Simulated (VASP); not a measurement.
# SiC in VASP: a series of runs, part 2 of 2

VASP 6.6.1. The steps go on from the part before.

**3. Single point, r2SCAN (strain +1.8%)**

Input file POSCAR:

```
SiC
1.0
    0.0000000000      2.2170394847      2.2170394847
    2.2170394847      0.0000000000      2.2170394847
    2.2170394847      2.2170394847      0.0000000000
Si C
1 1
Direct
    0.0000000000      0.0000000000      0.0000000000
    0.2500000000      0.2500000000      0.2500000000
```

Input file INCAR.step1:

```
SYSTEM = SiC
PREC = Accurate ; ENCUT = 520
ISMEAR = 0 ; SIGMA = 0.01
LREAL = .False. ; LASPH = .True.
NELM = 100 ; NBANDS = 11
GGA = PE ; ALGO = Normal
EDIFF = 1E-4 ; LWAVE = .True.
LCHARG = .False.
```

Input file INCAR.step2:

```
SYSTEM = SiC
PREC = Accurate ; ENCUT = 520
EDIFF = 1E-6 ; ISMEAR = 0
SIGMA = 0.01 ; LREAL = .False.
LASPH = .True. ; NELM = 100
ALGO = Normal ; ISIF = 2
LWAVE = .False. ; LCHARG = .True.
METAGGA = R2SCAN ; LMIXTAU = .True.
LELF = .True. ; LVHAR = .True.
NBANDS = 11 ; ISTART = 1
```

Input file KPOINTS:

```
Automatic mesh
0
Gamma
  10 10 10
  0 0 0
```

Potentials or basis: VASP PAW PBE potentials, release 64 (Si, C).

Run with:

```
$ cat potpaw_PBE.64/Si/POTCAR potpaw_PBE.64/C/POTCAR > POTCAR
$ cp INCAR.step1 INCAR
$ mpirun -np 1 vasp_std > vasp.out
$ cp INCAR.step2 INCAR
$ mpirun -np 1 vasp_std > vasp.out
```

Run time: 16 s. Hardware: 1 thread of Intel Xeon 6975P-C (Granite Rapids), shared host; peak memory 0.14 GiB.

Results (log left out):

```
Free energy            : -19.2863 eV
Pressure               : -11.0 GPa
Band gap on the k mesh : 1.76 eV, indirect (least direct gap 4.99 eV)
```

Levels at points of the mesh, in eV from the valence-band top:
```csv
k point,band 2,band 3,band 4,band 5,band 6,band 7
"(0.00, 0.00, 0.00)",0.00,0.00,0.00,6.18,7.47,7.47
"(0.50, 0.00, 0.00)",-8.54,-1.09,-1.09,5.49,7.52,7.52
"(0.50, 0.50, 0.00)",-7.89,-3.23,-3.23,1.76,4.62,14.49
```

Caveat: the cell differs from its parent crystal (strain +1.8%); the PAW data sets were made with another functional, which shifts forces and pressure a little. A k mesh can miss the band edges.

**4. Single point, r2SCAN (uniaxial z strain +2.6%)**

Input file POSCAR:

```
SiC
1.0
    0.0000000000      2.1780523476      2.2338104877
    2.1780523476      0.0000000000      2.2338104877
    2.1780523476      2.1780523476      0.0000000000
Si C
1 1
Direct
    0.0000000000      0.0000000000      0.0000000000
    0.2500000000      0.2500000000      0.2500000000
```

Input file INCAR.step1:

```
SYSTEM = SiC
PREC = Accurate
ENCUT = 520
ISMEAR = 0
SIGMA = 0.01
LREAL = .FALSE.
LASPH = .TRUE.
NELM = 80
NBANDS = 11
GGA = PE
ALGO = Normal
EDIFF = 1E-4
LWAVE = .TRUE.
LCHARG = .FALSE.
```

Input file INCAR.step2:

```
SYSTEM = SiC
PREC = Accurate
ENCUT = 520
EDIFF = 1E-6
ISMEAR = 0
SIGMA = 0.01
LREAL = .FALSE.
LASPH = .TRUE.
NELM = 80
ALGO = Normal
ISIF = 2
LWAVE = .FALSE.
LCHARG = .FALSE.
METAGGA = R2SCAN
LMIXTAU = .TRUE.
NBANDS = 11
ISTART = 1
```

Input file KPOINTS:

```
Automatic mesh
0
G
  10 10 10
  0 0 0
```

Potentials or basis: VASP PAW PBE potentials, release 64 (Si, C).

Run with:

```
$ cat potpaw_PBE.64/Si/POTCAR potpaw_PBE.64/C/POTCAR > POTCAR
$ cp INCAR.step1 INCAR
$ mpirun -np 1 vasp_std > vasp.out
$ cp INCAR.step2 INCAR
$ mpirun -np 1 vasp_std > vasp.out
```

OUTCAR:

```text
SYSTEM = SiC
   PREC = Accurate
   ENCUT = 520
   EDIFF = 1E-6
   ISMEAR = 0
   LREAL = .FALSE.
   LASPH = .TRUE.
   NELM = 80
   ISIF = 2
   METAGGA = R2SCAN
   ISTART = 1

 ion  position               nearest neighbor table
   1  0.000  0.000  0.000-   2 1.90   2 1.90   2 1.90   2 1.90
   2  0.250  0.250  0.250-   1 1.90   1 1.90   1 1.90   1 1.90

  LATTYP: Found a body centered tetragonal cell.
 ALAT       =     3.0802311695
 C/A-ratio  =     1.4504174296

  Lattice vectors:

[... 524 lines left out ...]

  FORCE on cell =-STRESS in cart. coord.  units (eV):
  Direction    XX          YY          ZZ          XY          YZ          ZX
  --------------------------------------------------------------------------------------
  -------------------------------------------------------------------------------------
  Total       -0.4177144     -0.4177144     -1.3972928      0.0000000     -0.0000000      0.0000000
  in kB      -31.5774537    -31.5774537   -105.6294558      0.0000000     -0.0000000      0.0000000
  external PRESSURE =     -56.2614544 kB  Pullay stress =       0.0000000 kB

 VOLUME and BASIS-vectors are now :
 -----------------------------------------------------------------------------
  energy-cutoff  :      520.00
  volume of cell :       21.19
      direct lattice vectors                 reciprocal lattice vectors
     0.000000000  2.178052348  2.233810488    -0.229562894  0.229562894  0.223832775
     2.178052348  0.000000000  2.233810488     0.229562894 -0.229562894  0.223832775
     2.178052348  2.178052348  0.000000000     0.229562894  0.229562894 -0.223832775

 POSITION                                       TOTAL-FORCE (eV/Angst)
 -----------------------------------------------------------------------------------
      0.00000      0.00000      0.00000        -0.000000     -0.000000     -0.000000
      1.08903      1.08903      1.11691         0.000000      0.000000      0.000000
 -----------------------------------------------------------------------------------
    total drift:                               -0.000000     -0.000000     -0.000001

  FREE ENERGIE OF THE ION-ELECTRON SYSTEM (eV)
  ---------------------------------------------------
  free  energy   TOTEN  =       -19.3093558924 eV

  energy  without entropy=      -19.3093558924  energy(sigma->0) =      -19.30935589
```

OUTCAR.step1:

```text
SYSTEM = SiC
   PREC = Accurate
   ENCUT = 520
   ISMEAR = 0
   LREAL = .FALSE.
   LASPH = .TRUE.
[... 558 lines left out ...]
      0.00000      0.00000      0.00000         0.000000      0.000000      0.000000
      1.08903      1.08903      1.11691        -0.000000     -0.000000     -0.000000
 -----------------------------------------------------------------------------------
    total drift:                                0.000000      0.000000      0.000000

  FREE ENERGIE OF THE ION-ELECTRON SYSTEM (eV)
  ---------------------------------------------------
  free  energy   TOTEN  =       -15.0522260901 eV

  energy  without entropy=      -15.0522260901  energy(sigma->0) =      -15.05222609
```

It took 23 s on 1 thread of Intel Xeon 6975P-C (Granite Rapids), shared host; peak memory 0.15 GiB.

Results:

```yaml
Free_energy: -19.3094 eV
Pressure: -5.6 GPa
Band_gap_on_the_k_mesh: 1.60 eV, indirect (least direct gap 5.00 eV)
```

Stress tensor (GPa, compression positive):
```
 -3.16   0.00   0.00
  0.00  -3.16   0.00
  0.00   0.00 -10.56
```

Caveat: the cell differs from its parent crystal (uniaxial z strain +2.6%); the PAW data sets were made with another functional, which shifts forces and pressure a little.

**5. Single point, r2SCAN (shear xy strain +4.5%)**

Input file POSCAR:

```
SiC
1.0
    0.0492239831      2.1780523476      2.1780523476
    2.1780523476      0.0492239831      2.1780523476
    2.2272763307      2.2272763307      0.0000000000
Si C
1 1
Direct
    0.0020113999      0.0020113999     -0.0020113999
    0.2479886001      0.2479886001      0.2520113999
```

Input file INCAR.step1:

```
SYSTEM = SiC
ALGO = Normal
EDIFF = 1E-4
ENCUT = 520
GGA = PE
ISMEAR = 0
LASPH = .TRUE.
LCHARG = .FALSE.
LREAL = .FALSE.
LWAVE = .TRUE.
NBANDS = 11
NELM = 100
PREC = Accurate
SIGMA = 0.01
```

Input file INCAR.step2:

```
SYSTEM = SiC
ALGO = Normal
EDIFF = 1E-6
ENCUT = 520
ISIF = 2
ISMEAR = 0
ISTART = 1
LASPH = .TRUE.
LCHARG = .FALSE.
LMIXTAU = .TRUE.
LREAL = .FALSE.
LWAVE = .FALSE.
METAGGA = R2SCAN
NBANDS = 11
NELM = 100
PREC = Accurate
SIGMA = 0.01
```

Input file KPOINTS:

```
k-points
0
G
  10 10 10
  0 0 0
```

Run with:

```
$ cat potpaw_PBE.64/Si/POTCAR potpaw_PBE.64/C/POTCAR > POTCAR
$ cp INCAR.step1 INCAR
$ mpirun -np 1 vasp_std > vasp.out
$ cp INCAR.step2 INCAR
$ mpirun -np 1 vasp_std > vasp.out
```

It took 35 s on 1 thread of Intel Xeon 6975P-C (Granite Rapids), shared host; peak memory 0.16 GiB.

The run converged. Its results:

```yaml
Free_energy: -19.2923 eV
Pressure: 0.2 GPa
Band_gap_on_the_k_mesh: 1.39 eV, indirect (least direct gap 4.53 eV)
```

Stress tensor (GPa, compression positive):
```
  0.36 -11.89   0.00
-11.89   0.36   0.00
  0.00   0.00  -0.15
```

Levels at points of the mesh, in eV from the valence-band top:
```csv
k point,band 1,band 2,band 3,band 4,band 5,band 6,band 7,band 8,band 9
"(0.00, 0.00, 0.00)",-16.43,-0.44,-0.25,0.00,6.22,7.13,8.05,8.15,14.96
"(0.50, 0.00, 0.00)",-12.63,-8.98,-1.54,-1.42,5.41,7.14,7.50,10.62,17.17
"(0.50, 0.50, 0.00)",-11.34,-8.29,-3.97,-3.15,1.39,4.72,14.86,15.01,15.77
"(0.00, 0.00, 0.50)",-12.96,-9.14,-1.27,-1.10,6.07,7.58,7.94,10.84,16.94
"(0.50, 0.00, 0.50)",-11.33,-8.28,-3.57,-3.56,1.49,4.60,14.58,14.89,16.05
```

Caveat: the cell differs from its parent crystal (shear xy strain +4.5%); the PAW data sets were made with another functional, which shifts forces and pressure a little.

**6. Summary**

| level | cell | smearing | gap on the mesh (eV) | pressure (GPa) |
| --- | --- | --- | --- | --- |
| PBE | a = 3.135 Å, angles 60.0°, 2 atoms | fermi-dirac 0.02 eV | 1.40 | -7.3 |
| r2SCAN | a = 3.135 Å, angles 60.0°, 2 atoms | gaussian 0.01 eV | 1.76 | -11.0 |
| r2SCAN | a = 3.120, b = 3.120, c = 3.080 Å, angles 60.4, 60.4, 59.2°, 2 atoms | gaussian 0.01 eV | 1.60 | -5.6 |
| r2SCAN | a = 3.081, b = 3.081, c = 3.150 Å, angles 59.3, 59.3, 58.5°, 2 atoms | gaussian 0.01 eV | 1.39 | 0.2 |

Alike in all rows: task single point; potentials or basis VASP PAW PBE potentials, release 64 (Si, C); no spin polarisation; k mesh 10 × 10 × 10; cutoff (eV) 520.

Caveats: the PAW data sets were made with another functional, which shifts forces and pressure a little (some runs).

Absolute energies hang on the potentials; compare differences alone.
